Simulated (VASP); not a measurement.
Wanted: the native input for a VASP 6.6.1 run.

* Task: single point
* Functional: PBEsol
* Potentials or basis: VASP PAW PBE potentials, release 64 (Ge_d)
* Cutoff: 520 eV
* k mesh: 20 × 20 × 20
* Occupations: gaussian, width 0.15 eV
* Spin: no spin polarisation
* Dipole correction: no
* Further INCAR settings: ALGO = Normal; EDIFF = 1e-06; NBANDS = 21

The structure of Ge lies in POSCAR:

```
Ge
1.0
   -2.5262180368      2.5262180368      1.3974126432
    2.5262180368     -2.5262180368      1.3974126432
    2.6227614012      2.6227614012     -1.3974126432
Ge
2
Direct
    0.2500000000      0.7500000000      0.5000000000
    0.5000000000      0.5000000000      0.0000000000
```

This cell differs from its parent crystal: strain +0.0375 x Voigt [0, 0, 0, 0, 0, 1].

One way to write it, as run:

INCAR

```
SYSTEM = Ge
  PREC = Accurate
  ENCUT = 520
  EDIFF = 1E-6
  ISMEAR = 0
  SIGMA = 0.15
  LREAL = .FALSE.
  LASPH = .TRUE.
  NELM = 80
  ALGO = Normal
  ISIF = 2
  LWAVE = .FALSE.
  LCHARG = .TRUE.
  GGA = PS
  LELF = .TRUE.
  LVHAR = .TRUE.
  NBANDS = 21
```

KPOINTS

```
Automatic mesh
0
G
  20 20 20
  0 0 0
```

Potentials or basis: VASP PAW PBE potentials, release 64 (Ge_d).

Command:

```console
$ cat potpaw_PBE.64/Ge_d/POTCAR > POTCAR
$ mpirun -np 1 vasp_std > vasp.out
```

Results of the run:

```yaml
Pressure: -0.7 GPa
Band_gap_on_the_k_mesh: zero (band 14 reaches 8.58 eV, above the bottom of band 15 at 3.25 eV)
```

Caveat: the cell differs from its parent crystal (strain +0.0375 x Voigt [0, 0, 0, 0, 0, 1]); the PAW data sets were made with another functional, which shifts forces and pressure a little.

It took 10 min on 1 thread of Oxide Virtual Turin-like Processor, with other jobs on the host, peak memory 0.71 GiB.
